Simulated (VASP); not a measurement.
# Sr: single point with PBEsol

The system is Sr.

```
CELL_PARAMETERS angstrom
4.23197 0.00000 0.00000
-2.11599 3.66500 0.00000
0.00000 0.00000 6.92237
ATOMIC_POSITIONS crystal
Sr 0.33333 0.66667 0.25000
Sr 0.66667 0.33333 0.75000
```

This isn't the form of Sr at room conditions, which is fcc.

```
Program                : VASP 6.6.1
Task                   : single point
Functional             : PBEsol
Potentials or basis    : VASP PAW PBE potentials, release 64 (Sr_sv)
Cutoff                 : 520 eV
k mesh                 : 8 × 8 × 4
Occupations            : methfessel-paxton, width 0.1 eV
Spin                   : no spin polarisation
Dipole correction      : no
Further INCAR settings : ALGO = Normal; EDIFF = 1e-06; NBANDS = 17
```

```
Pressure               : -0.3 GPa
Band gap on the k mesh : zero (bands 10 and 11 overlap by 0.14 eV)
```

Stress tensor (GPa, compression positive):
```
-0.33  0.00  0.00
 0.00 -0.33  0.00
 0.00  0.00 -0.15
```

Levels at points of the mesh, in eV from the Fermi level:
```tsv
k point	band 8	band 9	band 10	band 11	band 12	band 13
(0.00, 0.00, 0.00)	-18.42	-3.74	-1.21	0.06	2.27	2.28
(0.50, 0.00, 0.00)	-18.46	-1.17	-0.57	0.01	0.19	1.29
(0.00, 0.00, 0.50)	-18.44	-2.78	-2.78	1.24	1.24	2.27
(0.50, 0.00, 0.50)	-18.48	-0.87	-0.87	0.23	0.23	1.29
```

Wall time 45 s on 1 thread of Intel Xeon 8259CL, on a shared host, peak memory 0.24 GiB.

Caveat: the PAW data sets were made with another functional, which shifts forces and pressure a little.
